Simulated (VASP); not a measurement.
Crystal: P2S.

```
CELL_PARAMETERS angstrom
3.45160 0.00000 0.00000
0.00000 3.45160 0.00000
0.00000 0.00000 8.60803
ATOMIC_POSITIONS crystal
P 0.00000 0.50000 0.29739
P 0.00000 0.50000 0.79739
P 0.50000 0.00000 0.70261
P 0.50000 0.00000 0.20261
S 0.00000 0.00000 0.00000
S 0.50000 0.50000 0.50000
```

The cell was built from a structure type or drawn by symmetry, and may not be a known phase.

| Quantity | Value |
| --- | --- |
| Program | VASP 6.6.1 |
| Task | relaxation of cell and atoms |
| Functional | PBE |
| Potentials or basis | VASP PAW PBE potentials, release 64 (P, S) |
| Cutoff | 600 eV |
| k mesh | 6 × 6 × 2 |
| Occupations | gaussian, width 0.1 eV |
| Spin | no spin polarisation |

At the start: pressure -0.6 GPa; volume 17.09 Å³/atom.

Task: How do energy, volume and symmetry change on relaxing?

Result: Over 5 steps the energy falls by 13.4 meV/atom and the volume is 16.94 Å³/atom (-0.9 %); space group P4_2/nmc (No. 137, to 0.1 Å) before and after.

Step by step:
```tsv
step	energy change (eV)	largest force (eV/Å)	pressure (GPa)	volume (Å³)
1	0.0000	0.0186	-0.56	102.55
2	-0.0696	0.0200	-0.06	101.62
3	-0.0800	0.0220	0.32	101.09
4	-0.0800	0.0217	0.34	101.06
5	-0.0805	0.0066	-0.12	101.63
```

Final structure:
```
P S
1.0
     3.37892    0.00000    0.00000
     0.00000    3.37892    0.00000
     0.00000    0.00000    8.90165
P S
4 2
Direct
  0.00000 0.50000 0.29743
  0.00000 0.50000 0.79743
  0.50000 0.00000 0.70257
  0.50000 0.00000 0.20257
  0.00000 0.00000 0.00000
  0.50000 0.50000 0.50000
```

Caveat: the k points lie up to 0.35 Å⁻¹ apart in the final cell, too coarse for converged energies and pressures of a metal.
